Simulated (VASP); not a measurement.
## Sb: single point with PBE

The system is Sb.

```
Sb
1.0
     2.08608    1.20440    3.74400
    -2.08608    1.20440    3.74400
     0.00000   -2.40880    3.74400
Sb
2
Direct
  0.23364 0.23364 0.23364
  0.76636 0.76636 0.76636
```

This cell differs from its parent crystal: strain -0.030 along x and y, +0.000 along z.

- Program: VASP 6.6.1
- Task: single point
- Functional: PBE
- Potentials or basis: VASP PAW PBE potentials, release 64 (Sb)
- Cutoff: 520 eV
- k mesh: 12 × 12 × 12
- Occupations: gaussian, width 0.15 eV
- Spin: no spin polarisation
- Dipole correction: no
- Further INCAR settings: ALGO = Normal; EDIFF = 1e-07; NBANDS = 12

```yaml
Pressure: 7.9 GPa
Largest_force: 0.646 eV/Å
Band_gap_on_the_k_mesh: zero (bands 5 and 6 overlap by 0.45 eV)
```

Forces on the atoms (eV/Å):
```
Sb   0.000  0.000  0.646
Sb   0.000  0.000 -0.646
```

Stress tensor (GPa, compression positive):
```
8.67 0.00 0.00
0.00 8.67 0.00
0.00 0.00 6.45
```

Levels at points of the mesh, in eV from the Fermi level:
```tsv
k point	band 3	band 4	band 5	band 6	band 7	band 8
(0.00, 0.00, 0.00)	-2.50	-1.84	-1.84	2.05	2.76	2.76
(0.50, 0.00, 0.00)	-2.17	-2.13	-0.37	-0.19	0.01	0.47
(0.50, 0.50, 0.00)	-5.82	-4.19	-3.89	1.28	5.21	5.83
(0.50, 0.50, 0.50)	-1.34	-1.34	-0.19	0.18	0.18	1.44
```

Run time: 64 s on 1 thread of AMD EPYC 9R45 96-Core Processor (Zen 5) (shared host), peak memory 0.24 GiB.

Caveat: the cell differs from its parent crystal (strain -0.030 along x and y, +0.000 along z); the cell stands under pressure; spin-orbit coupling is left out, which moves the levels of the heavy elements.
